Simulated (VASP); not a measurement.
Runs of VASP 6.6.1 on Li2S. The structure is that of space group Fm-3m (No. 225), or close to it. The cells are those of the table. 

```tsv
task	level	cell	smearing	gap on the mesh (eV)	pressure (GPa)
single point	PBE	a = 3.952 Å, angles 60.0°, 3 atoms	gaussian 0.02 eV	3.35	2.7
single point	PBE	a = 4.100 Å, angles 60.0°, 3 atoms	gaussian 0.02 eV	3.41	(b)
single point	PBE	a = 3.929 Å, angles 60.0°, 3 atoms	gaussian 0.02 eV	3.33	3.6
single point	PBEsol	a = 3.933 Å, angles 60.0°, 3 atoms	gaussian 0.02 eV	3.16	2.3
single point	PBE	a = 3.893 Å, angles 60.0°, 3 atoms	gaussian 0.02 eV	(a)	(c)
single point	PBE	a = 4.165 Å, angles 60.0°, 3 atoms	gaussian 0.02 eV	3.43	-3.5
```

Alike in all rows: potentials or basis VASP PAW PBE potentials, release 64 (Li_sv, S); no spin polarisation; k mesh 8 × 8 × 8; cutoff (eV) 750.

Question: Fill in the values left out.

Answer: (a) 3.30; (b) -2.0; (c) 5.2.

Caveats: the PAW data sets were made with another functional, which shifts forces and pressure a little (some runs).

A k mesh can miss the band edges.
